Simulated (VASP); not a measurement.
# Ta4O (P4/mmm) in VASP: further runs, part 2 of 2

VASP 6.6.1. Earlier steps stand in the parts before.

### 4 Single point, PBE+D4

This run uses another cell than the first one, of 15.46 Å³/atom.

INCAR reads:

```
  ALGO = Normal
  EDIFF = 1E-6
  ENCUT = 520
  GGA = PE
  ISIF = 2
  ISMEAR = 0
  IVDW = 13
  LASPH = T
  LCHARG = T
  LELF = T
  LREAL = F
  LVHAR = T
  LWAVE = F
  NBANDS = 33
  NELM = 60
  PREC = Accurate
  SIGMA = 0.1
```

KPOINTS reads:

```
k-points
0
Gamma
  12 12 6
```

POSCAR reads:

```
Ta4O
1.0
    3.2372764145      0.0000000000      0.0000000000
    0.0000000000      3.2372764145      0.0000000000
    0.0000000000      0.0000000000      7.3747517489
Ta O
4 1
Direct
    0.0000000000      0.0000000000      0.5000000000
    0.5000000000      0.5000000000      0.7828425407
    0.5000000000      0.5000000000      0.2171574593
    0.0000000000      0.0000000000      0.0000000000
    0.5000000000      0.5000000000      0.5000000000
```

Potentials or basis: VASP PAW PBE potentials, release 64 (Ta_pv, O).

The run is started by

```sh
> cat potpaw_PBE.64/Ta_pv/POTCAR potpaw_PBE.64/O/POTCAR > POTCAR
> mpirun -np 1 vasp_std > vasp.out
```

OUTCAR:

```text
EDIFF = 1E-6
   ENCUT = 520
   GGA = PE
   ISIF = 2
   ISMEAR = 0
   IVDW = 13
   LASPH = T
   LREAL = F
   NELM = 60
   PREC = Accurate

 ion  position               nearest neighbor table
   1  0.000  0.000  0.500-   5 2.29   5 2.29   5 2.29   5 2.29   3 3.10   3 3.10   2 3.10   3 3.10
                             2 3.10   2 3.10   3 3.10   2 3.10
[... 1078 lines left out ...]
  Direction    XX          YY          ZZ          XY          YZ          ZX
  --------------------------------------------------------------------------------------
  -------------------------------------------------------------------------------------
  Total       0.08414     0.08414     0.18829     0.00000     0.00000     0.00000
  in kB       1.74417     1.74417     3.90336     0.00000     0.00000     0.00000
  external pressure =        2.46 kB  Pullay stress =        0.00 kB

 VOLUME and BASIS-vectors are now :
 -----------------------------------------------------------------------------
  energy-cutoff  :      520.00
  volume of cell :       77.29
      direct lattice vectors                 reciprocal lattice vectors
     3.237276415  0.000000000  0.000000000     0.308901642  0.000000000  0.000000000
     0.000000000  3.237276415  0.000000000     0.000000000  0.308901642  0.000000000
     0.000000000  0.000000000  7.374751749     0.000000000  0.000000000  0.135597785

 POSITION                                       TOTAL-FORCE (eV/Angst)
 -----------------------------------------------------------------------------------
      0.00000      0.00000      3.68738         0.000000      0.000000      0.000000
      1.61864      1.61864      5.77327         0.000000     -0.000000      0.035854
      1.61864      1.61864      1.60148        -0.000000     -0.000000     -0.035854
      0.00000      0.00000      0.00000         0.000000      0.000000      0.000000
      1.61864      1.61864      3.68738         0.000000      0.000000      0.000000
 -----------------------------------------------------------------------------------
    total drift:                                0.000000     -0.000000      0.000000

  FREE ENERGIE OF THE ION-ELECTRON SYSTEM (eV)
  ---------------------------------------------------
  free  energy   TOTEN  =       -56.5340506732 eV

  energy  without entropy=      -56.5255348839  energy(sigma->0) =      -56.52979278
```

OSZICAR:

```text
N       E                     dE             d eps       ncg     rms          rms(c)
DAV:   1     0.490586297935E+03    0.49059E+03   -0.27708E+04  7424   0.159E+03
DAV:   2    -0.336093988687E+02   -0.52420E+03   -0.50882E+03  8157   0.466E+02
DAV:   3    -0.590681530874E+02   -0.25459E+02   -0.24776E+02  9433   0.948E+01
DAV:   4    -0.595709644585E+02   -0.50281E+00   -0.49794E+00  9095   0.127E+01
DAV:   5    -0.595836447038E+02   -0.12680E-01   -0.12659E-01  9654   0.159E+00    0.310E+01
DAV:   6    -0.566795984309E+02    0.29040E+01   -0.27702E+01  9713   0.360E+01    0.155E+01
DAV:   7    -0.560526374290E+02    0.62696E+00   -0.16083E+01 10055   0.176E+01    0.107E+01
DAV:   8    -0.551024230239E+02    0.95021E+00   -0.36598E+00  9518   0.121E+01    0.263E+00
DAV:   9    -0.550798326070E+02    0.22590E-01   -0.35001E-01  9187   0.373E+00    0.711E-01
DAV:  10    -0.550791953979E+02    0.63721E-03   -0.28345E-02  9063   0.108E+00    0.406E-01
DAV:  11    -0.550790964694E+02    0.98928E-04   -0.51445E-03  9935   0.522E-01    0.958E-02
DAV:  12    -0.550789651576E+02    0.13131E-03   -0.12889E-03  9597   0.256E-01    0.534E-02
DAV:  13    -0.550789502622E+02    0.14895E-04   -0.14164E-04  9629   0.746E-02    0.285E-02
DAV:  14    -0.550789446645E+02    0.55977E-05   -0.59045E-05  9841   0.504E-02    0.542E-03
DAV:  15    -0.550789438754E+02    0.78906E-06   -0.22710E-06  6912   0.106E-02
   1 F= -.56534051E+02 E0= -.56529793E+02  d E =-.851579E-02
```

Wall time 6 min (1 thread of Intel Xeon 8259CL, shared host); peak memory 0.34 GiB.

What came out:

| Item | Value |
| --- | --- |
| Free energy | -56.5341 eV |
| Pressure | 0.2 GPa |
| Largest force | 0.036 eV/Å |
| Band gap on the k mesh | zero (bands 25 and 26 overlap by 1.00 eV) |
| Dispersion energy per atom | -0.291 eV |

Forces in eV/Å, atoms in the order of the input:
```
Ta   0.000  0.000  0.000
Ta   0.000  0.000  0.036
Ta   0.000  0.000 -0.036
Ta   0.000  0.000  0.000
O    0.000  0.000  0.000
```

Stress tensor (GPa, compression positive):
```
0.17 0.00 0.00
0.00 0.17 0.00
0.00 0.00 0.39
```

Levels at points of the mesh, in eV from the Fermi level:
| k point | band 21 | band 22 | band 23 | band 24 | band 25 | band 26 | band 27 | band 28 | band 29 | band 30 |
| --- | --- | --- | --- | --- | --- | --- | --- | --- | --- | --- |
| (0.00, 0.00, 0.00) | -2.67 | -1.60 | -0.46 | -0.46 | -0.14 | 0.55 | 1.06 | 1.06 | 1.33 | 1.69 |
| (0.50, 0.00, 0.00) | -1.50 | -1.11 | -0.93 | -0.67 | 0.21 | 0.93 | 0.96 | 1.36 | 1.76 | 1.98 |
| (0.50, 0.50, 0.00) | -2.07 | -1.52 | -1.52 | -0.65 | -0.65 | 1.75 | 2.45 | 2.82 | 2.82 | 3.27 |
| (0.00, 0.00, 0.50) | -3.54 | -0.58 | -0.53 | -0.53 | 0.23 | 0.70 | 0.70 | 0.84 | 1.11 | 1.82 |
| (0.50, 0.00, 0.50) | -1.70 | -1.19 | -1.02 | -0.62 | -0.44 | 1.06 | 1.33 | 1.57 | 1.86 | 2.36 |
| (0.50, 0.50, 0.50) | -2.75 | -1.73 | -1.73 | 0.07 | 0.07 | 1.74 | 1.96 | 1.96 | 2.99 | 3.27 |

Caveat: spin-orbit coupling is left out, which moves the levels of the heavy elements.

### 5 Relaxation of cell and atoms, PBE

This run uses another cell than the first one, of 15.72 Å³/atom.

INCAR reads:

```
SYSTEM = Ta4O
ALGO = Normal ; EDIFF = 1E-6
EDIFFG = -0.01 ; ENCUT = 600
GGA = PE ; IBRION = 2
ISIF = 3 ; ISMEAR = 0
LASPH = .TRUE. ; LCHARG = .FALSE.
LREAL = .FALSE. ; LWAVE = .FALSE.
NELM = 80 ; NSW = 80
PREC = Accurate ; SIGMA = 0.1
```

KPOINTS reads:

```
k-points
0
G
  12 12 6
  0 0 0
```

POSCAR reads:

```
Ta4O
1.0
    3.2574970000      0.0000000000      0.0000000000
    0.0000000000      3.2574970000      0.0000000000
    0.0000000000      0.0000000000      7.4093410000
Ta O
4 1
Direct
    0.0000000000      0.0000000000      0.5000000000
    0.5000000000      0.5000000000      0.7831580000
    0.5000000000      0.5000000000      0.2168420000
    0.0000000000      0.0000000000      0.0000000000
    0.5000000000      0.5000000000      0.5000000000
```

The run is started by

```sh
> cat potpaw_PBE.64/Ta_pv/POTCAR potpaw_PBE.64/O/POTCAR > POTCAR
> mpirun -np 1 vasp_std > vasp.out
```

Wall time 13 min (1 thread of Intel Xeon Platinum 8259CL at 2.50GHz (Skylake/Cascade Lake), shared host); peak memory 0.4 GiB.

It converged, with:

| Item | Value |
| --- | --- |
| Free energy | -55.0951 eV |
| Relaxed volume | 15.68 Å³/atom |
| Relaxed cell | a = 3.255 Å, b = 3.255 Å, c = 7.400 Å, α = 90.00°, β = 90.00°, γ = 90.00° |
| Space group after relaxing (to 0.1 Å) | P4/mmm (No. 123) |
| Energy gained by relaxing | 0.1 meV/atom |
| Ionic steps | 3 |
| Pressure after relaxing | 0.0 GPa |
| Largest force after relaxing | 0.005 eV/Å |
| Band gap on the k mesh | zero (bands 25 and 26 overlap by 0.98 eV) |

Forces on the atoms (eV/Å):
```
Ta   0.000  0.000  0.000
Ta   0.000  0.000 -0.005
Ta   0.000  0.000  0.005
Ta   0.000  0.000  0.000
O    0.000  0.000  0.000
```

The path:
```csv
step,energy change (eV),largest force (eV/Å),pressure (GPa),volume (Å³)
1,0.0000,0.0220,-0.62,78.62
2,0.0016,0.0339,1.37,77.94
3,-0.0005,0.0046,0.01,78.40
```

Final structure:
```
CELL_PARAMETERS angstrom
3.25492 0.00000 0.00000
0.00000 3.25492 0.00000
0.00000 0.00000 7.40025
ATOMIC_POSITIONS crystal
Ta 0.00000 0.00000 0.50000
Ta 0.50000 0.50000 0.78311
Ta 0.50000 0.50000 0.21689
Ta 0.00000 0.00000 0.00000
O 0.50000 0.50000 0.50000
```

Levels at points of the mesh, in eV from the Fermi level:
```
           k point  band 23  band 24  band 25  band 26  band 27  band 28
(0.00, 0.00, 0.00)    -0.44    -0.44    -0.19     0.53     1.04     1.04
(0.50, 0.00, 0.00)    -0.92    -0.66     0.22     0.92     0.94     1.32
(0.50, 0.50, 0.00)    -1.50    -0.66    -0.66     1.68     2.41     2.76
(0.00, 0.00, 0.50)    -0.51    -0.51     0.18     0.69     0.69     0.83
(0.50, 0.00, 0.50)    -1.01    -0.64    -0.43     1.04     1.31     1.59
(0.50, 0.50, 0.50)    -1.69     0.03     0.03     1.67     1.93     1.93
```

Caveat: spin-orbit coupling is left out, which moves the levels of the heavy elements.

### 6 Overview

| task | level | cell | cutoff (eV) | gap on the mesh (eV) | pressure (GPa) | largest force (eV/Å) |
| --- | --- | --- | --- | --- | --- | --- |
| single point | PBE+D3(BJ) | a = 3.220, b = 3.220, c = 7.354 Å, 5 atoms | 520 | none | 0.3 | 0.04 |
| single point | PBE+D3(BJ) | a = 3.226, b = 3.226, c = 7.362 Å, 5 atoms | 520 | none | -0.9 | 0.04 |
| single point | PBE+D4 | a = 3.237, b = 3.237, c = 7.375 Å, 5 atoms | 520 | none | 0.2 | 0.04 |
| relaxation of cell and atoms | PBE | relaxed from a = 3.257, b = 3.257, c = 7.409 Å, 5 atoms | 600 | none | 0.0 | - |

Alike in all rows: potentials or basis VASP PAW PBE potentials, release 64 (Ta_pv, O); no spin polarisation; k mesh 12 × 12 × 6; smearing gaussian 0.1 eV.

Caveats: spin-orbit coupling is left out, which moves the levels of the heavy elements; three body term missing (at least some runs).

Absolute energies hang on the potentials; compare differences alone.
